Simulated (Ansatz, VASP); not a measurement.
**Zr: VASP beside Ansatz**

INCAR

```
SYSTEM = Zr
PREC = Accurate ; ENCUT = 600
EDIFF = 1E-6 ; ISMEAR = 1
SIGMA = 0.1 ; LREAL = .FALSE.
LASPH = .TRUE. ; NELM = 80
ALGO = Normal ; ISIF = 3
LWAVE = .FALSE. ; LCHARG = .FALSE.
GGA = PS ; IBRION = 2
NSW = 80 ; EDIFFG = -0.01
```

The input KPOINTS:

```
Automatic mesh
0
G
  15 15 9
  0 0 0
```

POSCAR

```
Zr
1.0
    3.2320000000      0.0000000000      0.0000000000
   -1.6160000000      2.7989941050      0.0000000000
    0.0000000000      0.0000000000      5.1470000000
Zr
2
Direct
    0.3333330000      0.6666670000      0.2500000000
    0.6666670000      0.3333330000      0.7500000000
```

Input for Ansatz:

```yaml
crystal:
  lattice:
    - [3.232, 0.0, 0.0]
    - [-1.6159999999999994, 2.7989941050313063, 0.0]
    - [0.0, 0.0, 5.147]
  atoms:
    - { symbol: Zr, position: [0.333333, 0.666667, 0.25] }
    - { symbol: Zr, position: [0.666667, 0.333333, 0.75] }
basis:
  ecutwfc: 450.0
kpoints:
  mp_grid:
    grid: [15, 15, 9]
hamiltonian:
  xc: pbesol
scf:
  occupations:
    method: methfessel_paxton
    width: 0.1
relax:
  cell: {}
```

Alike in both runs: task relaxation of cell and atoms; functional PBEsol; k mesh 15 × 15 × 9; occupations methfessel-paxton of order 1, width 0.1 eV; no spin polarisation.

```csv
,VASP,Ansatz
version,VASP 6.6.1,Ansatz 0.2.0
potentials or method,"VASP PAW PBE potentials, release 64 (Zr_sv), cutoff 600 eV","plane waves, PAW"
valence electrons in the cell,24,24
```

```tsv
	VASP	Ansatz	Ansatz less VASP
relaxed volume (Å³/atom)	22.49	22.48	-0.006
relaxed length of the cell vector where the two differ most in proportion (Å)	5.115	5.114	-0.0013
```

VASP's potentials were made for PBE, not for PBEsol. Ansatz's warnings: structure snapped to symmetry.
